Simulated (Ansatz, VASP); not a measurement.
## One calculation of P, two programs

```xyz
4
Lattice="1.6477 -5.4650 0.0000 1.6477 5.4650 0.0000 0.0000 0.0000 4.5436" Properties=species:S:1:pos:R:3 pbc="T T T"
P     1.6477   -4.4173    2.6754
P     1.6477    4.4173    1.8683
P     1.6477   -1.0477    0.4035
P     1.6477    1.0477    4.1401
```

Alike in both runs: functional r2SCANh; k mesh 4 × 4 × 3; occupations fermi-dirac, width 0.05 eV; no spin polarisation.

|  | VASP | Ansatz |
| --- | --- | --- |
| version | VASP 6.6.1 | Ansatz 0.2.0 |
| potentials or method | VASP PAW PBE potentials, release 64 (P) | Ansatz PAW |
| plane-wave cutoff (eV) | 520 | 500 |
| valence electrons in the cell | 20 | 20 |
| task | single point | band structure |

|  | VASP | Ansatz | Ansatz less VASP |
| --- | --- | --- | --- |
| gap on the k mesh at the Fermi level (eV) | 0.74 | 0.70 | -0.037 |
| least direct gap on the mesh (eV) | 0.74 | 0.70 | -0.037 |
| pressure (GPa) | -0.5 | 0.3 | +0.74 |
| traceless stress, the component that is largest in VASP (GPa) | 1.36 | 1.44 | +0.081 |
| rms of the force components (eV/Å) | 0.097 | 0.059 | -0.0380 |

VASP's potentials were made for PBE, not for r2SCANh. Atom by atom the forces differ by 0.061 eV/Å (rms over components). The functional is the same, so the differences come from potentials, cutoffs and numerics.

The k mesh is coarse, so the values compare programs but aren't converged.
